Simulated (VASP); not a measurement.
Input of a VASP 6.6.1 run:

File INCAR:

```
PREC     = Accurate       # precision mode
ENCUT    = 520            # plane-wave cutoff, eV
EDIFF    = 1E-6           # SCF threshold, eV
ISMEAR   = 0              # smearing method
SIGMA    = 0.01           # smearing width, eV
LREAL    = F              # projectors in reciprocal space
LASPH    = T              # aspherical terms in the spheres
NELM     = 100            # most SCF steps
ALGO     = Normal         # electronic algorithm
ISIF     = 2              # what is computed and relaxed
LWAVE    = F              # write WAVECAR
LCHARG   = F              # write CHGCAR
GGA      = PE             # functional
IBRION   = 2              # ionic algorithm
NSW      = 50             # ionic steps
EDIFFG   = -0.01          # ionic threshold
```

File KPOINTS:

```
Automatic mesh
0
Gamma
  8 8 8
```

The input POSCAR:

```
FeSi
1.0
    4.3571644733      0.0000000000      0.0000000000
    0.0000000000      4.3571644733      0.0000000000
    0.0000000000      0.0000000000      4.3571644733
Fe Si
4 4
Direct
    0.1373258671      0.1373258671      0.1373258671
    0.3626741329      0.8626741329      0.6373258671
    0.6373258671      0.3626741329      0.8626741329
    0.8626741329      0.6373258671      0.3626741329
    0.8413189308      0.8413189308      0.8413189308
    0.6586810692      0.1586810692      0.3413189308
    0.3413189308      0.6586810692      0.1586810692
    0.1586810692      0.3413189308      0.6586810692
```

Potentials or basis: VASP PAW PBE potentials, release 64 (Fe, Si).

Run with:

```sh
$ cat potpaw_PBE.64/Fe/POTCAR potpaw_PBE.64/Si/POTCAR > POTCAR
$ mpirun -np 1 vasp_std > vasp.out
```

Question: Estimate the energy gained by relaxing.

Answer: 0.6 meV/atom.

Question: What does it give for the band gap on the k mesh?

Answer: 0.15 eV, indirect (least direct gap 0.17 eV).

Step by step:
| step | energy change (eV) | largest force (eV/Å) | pressure (GPa) |
| --- | --- | --- | --- |
| 1 | 0.0000 | 0.1683 | 16.23 |
| 2 | -0.0040 | 0.0501 | 15.88 |
| 3 | -0.0044 | 0.0008 | 15.80 |

 Spin polarisation is off, so any magnetic state and its effect on volume and gap are missing.
